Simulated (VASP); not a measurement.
Input of a VASP 6.6.1 run:

Contents of INCAR:

```
SYSTEM = MnO
PREC = Accurate
ENCUT = 600
EDIFF = 1E-6
ISMEAR = 0
SIGMA = 0.05
LREAL = .FALSE.
LASPH = .TRUE.
NELM = 200
ALGO = Normal
ISIF = 2
LWAVE = .FALSE.
LCHARG = .TRUE.
ISPIN = 2
MAGMOM = 5 0
LORBIT = 11
LMAXMIX = 4
GGA = PE
LELF = .TRUE.
LVHAR = .TRUE.
NBANDS = 20
GGA_COMPAT = .FALSE.
```

KPOINTS

```
Automatic mesh
0
G
  14 14 14
  0 0 0
```

Contents of POSCAR:

```
MnO
1.0
    0.0000000000      2.2230000000      2.2230000000
    2.2230000000      0.0000000000      2.2230000000
    2.2230000000      2.2230000000      0.0000000000
Mn O
1 1
Direct
    0.0000000000      0.0000000000      0.0000000000
    0.5000000000      0.5000000000      0.5000000000
```

Potentials or basis: VASP PAW PBE potentials, release 64 (Mn_pv, O).

The run is started by

```bash
$ cat potpaw_PBE.64/Mn_pv/POTCAR potpaw_PBE.64/O/POTCAR > POTCAR
$ mpirun -np 1 vasp_std > vasp.out
```

Task: Predict the pressure.

Result: -0.6 GPa.

Task: Estimate the net moment.

Result: 4.75 μB per cell.

Caveat: a cell with one magnetic atom can't hold antiferromagnetic order, which such compounds often take.
